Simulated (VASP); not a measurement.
# CoO: relaxation of cell and atoms with PBE+U

Crystal: CoO.

```
CELL_PARAMETERS angstrom
1.53675 0.88724 2.47351
-1.53675 0.88724 2.47351
0.00000 -1.77448 2.47351
ATOMIC_POSITIONS crystal
Co 0.00000 0.00000 0.00000
O 0.50000 0.50000 0.50000
```

```
Program                : VASP 6.6.1
Task                   : relaxation of cell and atoms
Functional             : PBE
Potentials or basis    : VASP PAW PBE potentials, release 64 (Co, O)
Cutoff                 : 600 eV
k mesh                 : 12 × 12 × 12
Occupations            : gaussian, width 0.02 eV
Spin                   : collinear spin, ferromagnetic start
Starting moments       : [2.88, 0.24] μB
Hubbard terms          : Co d U = 3.32 eV
Dipole correction      : no
Further INCAR settings : ALGO = Normal; EDIFF = 1e-06; IBRION = 2; EDIFFG = -0.001; NSW = 80; ISIF = 3
```

```yaml
Relaxed_volume: 9.65 Å³/atom
Relaxed_cell: a = 2.983 Å, b = 2.983 Å, c = 2.983 Å, α = 61.25°, β = 61.25°, γ = 61.25°
Space_group_after_relaxing_to_0.1_Å: Fm-3m (No. 225)
Energy_gained_by_relaxing: 11.9 meV/atom
Ionic_steps: 19
Pressure_after_relaxing: 0.0 GPa
Band_gap_on_the_k_mesh: zero (filled and empty bands overlap)
Net_moment: 3.00 μB per cell
Site_moments: Co +2.73; O +0.25 μB
Valence_electrons_inside_the_program's_atomic_spheres: Co 7.80; O 5.00
```

The path:
| step | energy change (eV) | largest force (eV/Å) | pressure (GPa) | volume (Å³) |
| --- | --- | --- | --- | --- |
| 1 | 0.0000 | 0.0000 | -7.64 | 20.24 |
| 2 | -0.0172 | 0.0000 | 4.51 | 18.86 |
| 3 | -0.0233 | 0.0000 | 0.02 | 19.30 |
| 4 | -0.0233 | 0.0000 | -0.29 | 19.32 |
| 5 | -0.0234 | 0.0000 | -0.13 | 19.32 |
| 6 | -0.0237 | 0.0000 | -0.12 | 19.31 |
| 7 | -0.0234 | 0.0000 | -0.03 | 19.29 |
| 8 | -0.0238 | 0.0000 | -0.10 | 19.30 |
| 9 | -0.0238 | 0.0000 | -0.07 | 19.30 |
| 10 | -0.0238 | 0.0000 | 0.11 | 19.28 |
| 11 | -0.0238 | 0.0000 | -0.10 | 19.30 |
| 12 | -0.0238 | 0.0000 | 0.15 | 19.29 |
| 13 | -0.0238 | 0.0000 | -0.03 | 19.29 |
| 14 | -0.0238 | 0.0000 | 0.02 | 19.29 |
| 15 | -0.0238 | 0.0000 | 0.03 | 19.29 |
| 16 | -0.0238 | 0.0000 | -0.16 | 19.30 |
| 17 | -0.0238 | 0.0000 | 0.10 | 19.29 |
| 18 | -0.0238 | 0.0000 | -0.03 | 19.30 |
| 19 | -0.0238 | 0.0000 | -0.01 | 19.30 |

Final structure:
```cif
data_structure
_symmetry_space_group_name_H-M 'P 1'
_symmetry_Int_Tables_number 1
_cell_length_a 2.9829
_cell_length_b 2.9829
_cell_length_c 2.9829
_cell_angle_alpha 61.253
_cell_angle_beta 61.253
_cell_angle_gamma 61.253
_cell_volume 19.30
loop_
_atom_site_label
_atom_site_type_symbol
_atom_site_fract_x
_atom_site_fract_y
_atom_site_fract_z
_atom_site_occupancy
Co1 Co 0.00000 0.00000 0.00000 1
O1 O 0.50000 0.50000 0.50000 1
```

Levels at points of the mesh, in eV from the Fermi level:
Spin up:
```tsv
k point	band 6	band 7	band 8	band 9	band 10	band 11	band 12	band 13
(0.00, 0.00, 0.00)	-3.95	-2.79	-2.79	-2.58	1.27	17.10	17.11	17.11
(0.50, 0.00, 0.00)	-3.50	-3.04	-0.46	-0.43	5.36	9.49	13.57	14.03
(0.50, 0.50, 0.00)	-3.97	-3.84	-3.80	-3.26	6.03	10.15	11.11	15.78
(0.50, 0.50, 0.50)	-4.05	-2.46	-0.44	-0.44	5.18	9.92	13.20	13.20
```
Spin down:
| k point | band 2 | band 3 | band 4 | band 5 | band 6 | band 7 | band 8 | band 9 | band 10 | band 11 |
| --- | --- | --- | --- | --- | --- | --- | --- | --- | --- | --- |
| (0.00, 0.00, 0.00) | -2.49 | -2.29 | -2.29 | -2.11 | -0.91 | -0.91 | 1.50 | 1.50 | 1.82 | 16.97 |
| (0.50, 0.00, 0.00) | -7.33 | -4.10 | -3.96 | -1.44 | -0.03 | 0.55 | 3.79 | 3.92 | 5.65 | 10.32 |
| (0.50, 0.50, 0.00) | -6.10 | -3.60 | -3.39 | -2.81 | -0.52 | 0.26 | 2.10 | 2.36 | 7.01 | 10.57 |
| (0.50, 0.50, 0.50) | -7.48 | -4.27 | -4.27 | -1.03 | 0.43 | 0.43 | 3.84 | 3.84 | 5.46 | 10.67 |

Eigenvalues of the final occupation matrices:
```
    site  spin  trace               eigenvalues
site 1 d     1   4.93  0.97 0.97 0.97 1.01 1.01
site 1 d     2   2.24  0.13 0.13 0.51 0.51 0.96
```

It took 9.4 min on 1 thread of AMD EPYC 9R14 (Zen 4) (shared host), peak memory 0.21 GiB.

Caveat: a cell with one magnetic atom can't hold antiferromagnetic order, which such compounds often take. The state reached can hang on the start; a lower one may exist.
